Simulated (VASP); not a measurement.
A run of VASP 6.6.1:

The input INCAR:

```
  PREC = Accurate
  ENCUT = 520
  EDIFF = 1E-6
  ISMEAR = 0
  SIGMA = 0.05
  LREAL = F
  LASPH = T
  NELM = 100
  ALGO = Normal
  ISIF = 2
  LWAVE = F
  LCHARG = T
  GGA = CA
  LELF = T
  LVHAR = T
  NBANDS = 16
```

The input KPOINTS:

```
Automatic mesh
0
Gamma
  8 8 8
```

POSCAR

```
CdTe
1.0
    0.0000000000      3.2050000000      3.2050000000
    3.2050000000      0.0000000000      3.2050000000
    3.2050000000      3.2050000000      0.0000000000
Cd Te
1 1
Direct
    0.0000000000      0.0000000000      0.0000000000
    0.7500000000      0.7500000000      0.7500000000
```

Potentials or basis: VASP PAW LDA potentials, release 64 (Cd, Te).

The run is started by

```sh
$ cat potpaw_LDA.64/Cd/POTCAR potpaw_LDA.64/Te/POTCAR > POTCAR
$ mpirun -np 1 vasp_std > vasp.out
```

Hardware: 1 thread of AMD EPYC 7R13, with other jobs on the host.

**Question.** How long does it take, and how much memory?

**Answer.** Wall time 74 s on 1 thread of AMD EPYC 7R13 (shared host), peak memory 0.16 GiB. Counts: scf iterations 12, k points 29.
